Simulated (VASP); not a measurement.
# Cr (Im-3m) in VASP: single point with PBE

Aim: the single point of Cr with PBE.

All numbers are computed with VASP 6.6.1; they aren't measurements. Logs are shortened: lines on timing, memory, paths and dates and some standing lists are left out, and cuts for length are marked.

## (1) The cell of the first run

The structure is cubic, space group Im-3m (No. 229). The conventional cell has a = 2.850 Å, b = 2.850 Å, c = 2.850 Å, α = 90.00°, β = 90.00°, γ = 90.00°. Cr (site symmetry m-3m) has 14 Cr at 2.47 to 2.85 Å within 3.3 Å.

## (2) Single point, PBE

INCAR

```
ALGO = Normal
EDIFF = 1E-6
ENCUT = 520
GGA = PE
ISIF = 2
ISMEAR = -1
LASPH = True
LCHARG = True
LELF = True
LREAL = False
LVHAR = True
LWAVE = False
NBANDS = 12
NELM = 100
PREC = Accurate
SIGMA = 0.13605693000000002
```

KPOINTS

```
k-points
0
Gamma
  16 16 16
```

POSCAR

```
Cr
1.0
   -1.4251000238      1.4251000238      1.4251000238
    1.4251000238     -1.4251000238      1.4251000238
    1.4251000238      1.4251000238     -1.4251000238
Cr
1
Direct
    0.0000000000      0.0000000000      0.0000000000
```

Potentials or basis: VASP PAW PBE potentials, release 64 (Cr_pv).

On the command line:

```sh
cat potpaw_PBE.64/Cr_pv/POTCAR > POTCAR
mpirun -np 1 vasp_std > vasp.out
```

OUTCAR:

```text
EDIFF = 1E-6
   ENCUT = 520
   GGA = PE
   ISIF = 2
   ISMEAR = -1
   LASPH = True
   LREAL = False
   NELM = 100
   PREC = Accurate

 ion  position               nearest neighbor table
   1  0.000  0.000  0.000-

  LATTYP: Found a body centered cubic cell.
 ALAT       =     2.8502000476

  Lattice vectors:

 A1 = (  -1.4251000238,   1.4251000238,   1.4251000238)
 A2 = (   1.4251000238,  -1.4251000238,   1.4251000238)
 A3 = (   1.4251000238,   1.4251000238,  -1.4251000238)

Analysis of symmetry for initial positions (statically):
=====================================================================
 Subroutine PRICEL returns:
 Original cell was already a primitive cell.

 Routine SETGRP: Setting up the symmetry group for a
 body centered cubic supercell.

 Subroutine GETGRP returns: Found 48 space group operations
 (whereof 48 operations were pure point group operations)
 out of a pool of 48 trial point group operations.

The static configuration has the point symmetry O_h .

Analysis of symmetry for dynamics (positions and initial velocities):
=====================================================================
 Subroutine PRICEL returns:
 Original cell was already a primitive cell.

 Routine SETGRP: Setting up the symmetry group for a
 body centered cubic supercell.

 Subroutine GETGRP returns: Found 48 space group operations
 (whereof 48 operations were pure point group operations)
 out of a pool of 48 trial point group operations.

The dynamic configuration has the point symmetry O_h .

 Subroutine INISYM returns: Found 48 space group operations
 (whereof 48 operations are pure point group operations),
 and found     1 'primitive' translations

----------------------------------------------------------------------------------------

                                     Primitive cell

  volume of cell :      11.5770

  direct lattice vectors                    reciprocal lattice vectors
    -1.425100024  1.425100024  1.425100024     0.000000000  0.350852566  0.350852566
     1.425100024 -1.425100024  1.425100024     0.350852566  0.000000000  0.350852566
     1.425100024  1.425100024 -1.425100024     0.350852566  0.350852566  0.000000000

  length of vectors
     2.468345647  2.468345647  2.468345647     0.496180457  0.496180457  0.496180457

  position of ions in fractional coordinates (direct lattice)
     0.000000000  0.000000000  0.000000000

  ion indices of the primitive-cell ions
   primitive index   ion index
                 1           1

----------------------------------------------------------------------------------------

 KPOINTS: k-points

Automatic generation of k-mesh.
 Grid dimensions read from file:
 generate k-points for:   16   16   16

 Generating k-lattice:

  Cartesian coordinates                     Fractional coordinates (reciprocal lattice)
     0.000000000  0.021928285  0.021928285     0.062500000  0.000000000  0.000000000
     0.021928285  0.000000000  0.021928285     0.000000000  0.062500000  0.000000000
     0.021928285  0.021928285  0.000000000     0.000000000  0.000000000  0.062500000

  Length of vectors
     0.031011279  0.031011279  0.031011279

  Shift w.r.t. Gamma in fractional coordinates (k-lattice)
     0.000000000  0.000000000  0.000000000

 Subroutine IBZKPT returns following result:
 ===========================================

 Found    145 irreducible k-points:

 Following reciprocal coordinates:
            Coordinates               Weight
  0.000000  0.000000  0.000000      1.000000
  0.062500  0.000000  0.000000     12.000000
  0.125000  0.000000  0.000000     12.000000
  0.187500  0.000000  0.000000     12.000000
  0.250000  0.000000  0.000000     12.000000
  0.312500  0.000000  0.000000     12.000000
[... 16 lines left out ...]
  0.187500  0.187500  0.000000     24.000000
  0.250000  0.187500 -0.000000     48.000000
 [... further k-points ...]
   k-points           NKPTS =    145   k-points in BZ     NKDIM =    145   number of bands    NBANDS=     12
   number of dos      NEDOS =    301   number of ions     NIONS =      1
   total plane-waves  NPLWV =   5832
   dimension x,y,z NGX =    18 NGY =   18 NGZ =   18
   dimension x,y,z NGXF=    36 NGYF=   36 NGZF=   36
   ions per type =               1
   NGX,Y,Z   is equivalent  to a cutoff of  12.12, 12.12, 12.12 a.u.
   NGXF,Y,Z  is equivalent  to a cutoff of  24.25, 24.25, 24.25 a.u.
 SYSTEM =  unknown system
   PREC   = accura    normal or accurate (medium, high low for compatibility)
   ISTART =      0    job   : 0-new  1-cont  2-samecut
   ICHARG =      2    charge: 1-file 2-atom 10-const
   ISPIN  =      1    spin polarized calculation?
   LNONCOLLINEAR =      F non collinear calculations
   LSORBIT =      F    spin-orbit coupling
   LASPH  =      T    aspherical Exc in radial PAW
   ENCUT  =  520.0 eV  38.22 Ry    6.18 a.u.   4.59  4.59  4.59*2*pi/ulx,y,z
   NELM   =    100;   NELMIN=  2; NELMDL= -5     # of ELM steps
   EDIFF  = 0.1E-05   stopping-criterion for ELM
   LREAL  =      F    real-space projection
   EDIFFG = 0.1E-04   stopping-criterion for IOM
   NSW    =      0    number of steps for IOM
   IBRION =     -1    ionic relax: 0-MD 1-quasi-New 2-CG
   NFREE  =      0    steps in history (QN), initial steepest desc. (CG)
   ISIF   =      2    stress and relaxation
   ISYM   =      2    0-nonsym 1-usesym 2-fastsym
   POTIM  = 0.5000    time-step for ionic-motion
   TEBEG  =    0.0;   TEEND  =   0.0 temperature during run
   PSTRESS=    0.0 pullay stress
   NELECT =      12.0000    total number of electrons
   NUPDOWN=      -1.0000    fix difference up-down
   EMIN   =  10.00;   EMAX   =-10.00  energy-range for DOS
   EFERMI =   0.00;   METHOD = LEGACY
   ISMEAR =    -1;   SIGMA  =   0.14  broadening in eV -4-tet -1-fermi 0-gaus
   EFERMI_NEDOS =   21; number of points for ismear=-14 and -15
   IALGO  =     38    algorithm
   IMIX   =      4    mixing-type and parameters
     AMIX     =   0.40;   BMIX     =  1.00
     AMIX_MAG =   1.60;   BMIX_MAG =  1.00
  volume/ion in A,a.u.               =      11.58        78.13
  Fermi-wavevector in a.u.,A,eV,Ry     =   1.656799  3.130897 37.347773  2.744984
  Thomas-Fermi vector in A             =   2.744662
   LORBIT       =      0    0 simple, 1 ext, 2 COOP (PROOUT), +10 PAW based schemes
   GGA     = PE    functional components
   LHFCALC =     F    Hartree Fock is set to
   AEXX    =    0.0000 exact exchange contribution
   IVDW    =     0    specifies the selected vdW correction
   LEPSILON=     F    determine dielectric tensor
   LRPA    =     F    only Hartree local field effects (RPA)
 non-spin polarized calculation
  energy-cutoff  :      520.00
  volume of cell :       11.58
 maximum number of plane-waves:       327
   NGX =  9   NGY =  9   NGZ =  9

 number of electron      11.9999992 magnetization

 Free energy of the ion-electron system (eV)
  ---------------------------------------------------
  ext. energy  EPLUGINS =         0.00000000
  ---------------------------------------------------
  free energy    TOTEN  =        -9.53879258 eV

  energy without entropy =       -9.49286333  energy(sigma->0) =       -9.51582796

 E-fermi :  10.9125     XC(G=0): -13.6599

 val. band max:       10.9096350767   @ k =  -0.2500   0.3125   0.1250
 cond. band min:      10.9140824785   @ k =  -0.1875   0.1875   0.1250
 fundamental gap:      0.0044474018
 Fermi energy:        10.9125106976

 k-point     1 :       0.0000    0.0000    0.0000
  band No.  band energies     occupation
      1     -31.7809      2.00000
      2     -31.7809      2.00000
      3     -31.7809      2.00000
      4       3.0918      2.00000
      5      10.0380      1.99677
      6      10.0380      1.99677
      7      10.0380      1.99677
      8      12.0863      0.00036
      9      12.0863      0.00036
     10      18.0573      0.00000
     11      33.2244      0.00000
     12      33.2244      0.00000

 k-point     2 :       0.0625    0.0000    0.0000
  band No.  band energies     occupation
      1     -31.8171      2.00000
      2     -31.7920      2.00000
      3     -31.7811      2.00000
      4       3.2631      2.00000
      5       9.9718      1.99801
      6      10.0269      1.99702
      7      10.1538      1.99245
      8      12.0121      0.00062
      9      12.0909      0.00035
     10      18.0573      0.00000
     11      32.8194      0.00000
     12      33.1738      0.00000

 k-point     3 :       0.1250    0.0000    0.0000
  band No.  band energies     occupation
      1     -31.9195      2.00000
      2     -31.8235      2.00000
      3     -31.7818      2.00000
      4       3.7586      2.00000
      5       9.7870      1.99949
      6       9.9710      1.99803
      7      10.4916      1.91323
      8      11.8507      0.00202
      9      12.1075      0.00031
     10      18.0572      0.00000
     11      31.6732      0.00000
     12      32.8633      0.00000
[... 286 lines left out ...]
 k-point    23 :       0.1875    0.1875    0.0000
  band No.  band energies     occupation
      1     -32.3994      2.00000
      2     -31.9940      2.00000
      3     -31.8454      2.00000
      4       6.5942      2.00000
      5       8.9551      2.00000
      6       9.2267      1.99999
      7      11.6152      0.01137
      8      12.4281      0.00003
      9      13.1143      0.00000
     10      18.0562      0.00000
     11      26.6330      0.00000
     12      27.4701      0.00000

 k-point    24 :       0.2500    0.1875   -0.0000
  band No.  band energies     occupation
      1     -32.4909      2.00000
      2     -32.0689      2.00000
      3     -31.8571      2.00000
      4       7.1699      2.00000
      5       8.7296      2.00000
      6       9.3126      1.99998
      7      11.7444      0.00441
      8      12.5170      0.00002
      9      14.1452      0.00000
     10      18.0555      0.00000
     11      24.6414      0.00000
     12      26.2936      0.00000

 [... further k-points ...]
[... 5 lines left out ...]
  --------------------------------------------------------------------------------------
  -------------------------------------------------------------------------------------
  Total       -0.0582770     -0.0582770     -0.0582770     -0.0000000     -0.0000000      0.0000000
  in kB       -8.0651359     -8.0651359     -8.0651359     -0.0000000     -0.0000000      0.0000000
  external PRESSURE =      -8.0651359 kB  Pullay stress =       0.0000000 kB

 VOLUME and BASIS-vectors are now :
 -----------------------------------------------------------------------------
  energy-cutoff  :      520.00
  volume of cell :       11.58
      direct lattice vectors                 reciprocal lattice vectors
    -1.425100024  1.425100024  1.425100024     0.000000000  0.350852566  0.350852566
     1.425100024 -1.425100024  1.425100024     0.350852566  0.000000000  0.350852566
     1.425100024  1.425100024 -1.425100024     0.350852566  0.350852566  0.000000000

 POSITION                                       TOTAL-FORCE (eV/Angst)
 -----------------------------------------------------------------------------------
      0.00000      0.00000      0.00000         0.000000     -0.000000      0.000000
 -----------------------------------------------------------------------------------
    total drift:                                0.000000     -0.000000      0.000000

  FREE ENERGIE OF THE ION-ELECTRON SYSTEM (eV)
  ---------------------------------------------------
  free  energy   TOTEN  =        -9.5387925828 eV

  energy  without entropy=       -9.4928633331  energy(sigma->0) =       -9.51582796
```

It took 32 s on 1 thread of AMD EPYC 7R13, shared host; peak memory 0.1 GiB.

Results:

- Free energy: -9.5388 eV
- Pressure: -0.8 GPa
- Band gap on the k mesh: zero (band 6 reaches 13.38 eV, above the bottom of band 7 at 10.04 eV)

Levels at points of the mesh, in eV from the Fermi level:
| k point | band 4 | band 5 | band 6 | band 7 | band 8 | band 9 |
| --- | --- | --- | --- | --- | --- | --- |
| (0.00, 0.00, 0.00) | -7.82 | -0.87 | -0.87 | -0.87 | 1.17 | 1.17 |
| (0.50, 0.00, 0.00) | -4.39 | -2.42 | 1.14 | 1.17 | 1.51 | 2.86 |
| (0.50, 0.50, 0.50) | -4.27 | -4.27 | 2.47 | 2.47 | 2.47 | 7.14 |

Caveat: the run has no spin polarisation, though such a crystal can be magnetic. Spin polarisation is off, so any magnetic state and its effect on volume and gap are missing.
